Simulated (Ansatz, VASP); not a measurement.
**Si2W: VASP beside Ansatz**

```
Si W
1.0
    -3.20250    0.00000    0.00000
     0.00000   -3.20250    0.00000
    -0.96075    0.00000   15.63147
Si W
8 4
Direct
  0.41233 0.50000 0.29225
  0.98733 0.00000 0.04225
  0.26233 0.50000 0.79225
  0.83733 0.00000 0.54225
  0.36267 0.50000 0.45775
  0.93767 0.00000 0.20775
  0.21267 0.50000 0.95775
  0.78767 0.00000 0.70775
  0.73750 0.00000 0.87500
  0.31250 0.50000 0.62500
  0.88750 0.00000 0.37500
  0.46250 0.50000 0.12500
```

Alike in both runs: task single point; functional PBEsol; k mesh 15 × 15 × 3; occupations gaussian, width 0.15 eV; no spin polarisation.

|  | VASP | Ansatz |
| --- | --- | --- |
| version | VASP 6.6.1 | Ansatz 0.2.0 |
| potentials or method | VASP PAW PBE potentials, release 64 (Si, W_sv), cutoff 520 eV | scalar-relativistic, plane waves, PAW |
| valence electrons in the cell | 88 | 88 |

Ansatz gave:

```
gap on the k mesh at the Fermi level (eV)                     : none
pressure (GPa)                                                : 3.7
traceless stress, the component that is largest in VASP (GPa) : 8.20
rms of the force components (eV/Å)                            : 0.955
```

Question: Estimate VASP's values.

Answer: gap on the k mesh at the Fermi level (eV): none; pressure (GPa): 4.1; traceless stress, the component that is largest in VASP (GPa): 8.20; rms of the force components (eV/Å): 0.955.

VASP's potentials were made for PBE, not for PBEsol. Atom by atom the forces differ by 0.003 eV/Å (rms over components). A gap of «none» marks a metal or a gap that the smearing closes. With one functional, cell and mesh, what is left measures potentials, basis and numerics.

Neither program's run includes spin-orbit coupling.
